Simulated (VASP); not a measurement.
Write the native input for VASP 6.6.1 that does the following.

```yaml
Task: single point
Functional: PBE
Potentials_or_basis: VASP PAW PBE potentials, release 64 (Si, Pd, W_sv)
Cutoff: 500 eV
k_mesh: 6 × 6 × 2
Occupations: gaussian, width 0.2 eV
Spin: no spin polarisation
Dipole_correction: no
Further_INCAR_settings: ALGO = Normal; EDIFF = 1e-06; NBANDS = 39
```

The structure of Si5PdW2 lies in POSCAR:

```
Si5PdW2
1.0
    3.2455633245      0.0006462194     -0.0013752802
    0.0007197507      3.2429707903      0.0011897399
   -0.0055146211      0.0038863990     10.7453726755
Si Pd W
5 1 2
Direct
    0.5000831697      0.4988807510      0.8687148939
    0.4997184585      0.5008243930      0.1314622885
    0.4999022216      0.4994896638      0.6209319949
    0.0003506141     -0.0006902485      0.4999417289
    0.5001627109      0.5003213338      0.3789315933
   -0.0005506163      0.0012588815      0.0000584449
    0.0001772465      0.9990752159      0.7310900712
    0.0001561950      0.0008400095      0.2688689844
```

These files were run (other wordings do the same):

INCAR

```
  PREC = Accurate
  ENCUT = 500
  EDIFF = 1E-6
  ISMEAR = 0
  SIGMA = 0.2
  LREAL = F
  LASPH = T
  NELM = 120
  ALGO = Normal
  ISIF = 2
  LWAVE = F
  LCHARG = F
  GGA = PE
  NBANDS = 39
  GGA_COMPAT = F
```

KPOINTS

```
Automatic mesh
0
Gamma
  6 6 2
```

Potentials or basis: VASP PAW PBE potentials, release 64 (Si, Pd, W_sv).

The run is started by

```bash
$ cat potpaw_PBE.64/Si/POTCAR potpaw_PBE.64/Pd/POTCAR potpaw_PBE.64/W_sv/POTCAR > POTCAR
$ mpirun -np 1 vasp_std > vasp.out
```

Results of the run:

The pressure is 0.1 GPa and the largest force is 0.031 eV/Å. The band gap on the k mesh is zero (bands 29 and 30 overlap by 1.11 eV).

Caveat: spin-orbit coupling is left out, which moves the levels of the heavy elements.

It took 74 s on 1 thread of Intel(R) Xeon(R) 6975P-C (Granite Rapids), on a shared host, peak memory 0.29 GiB.
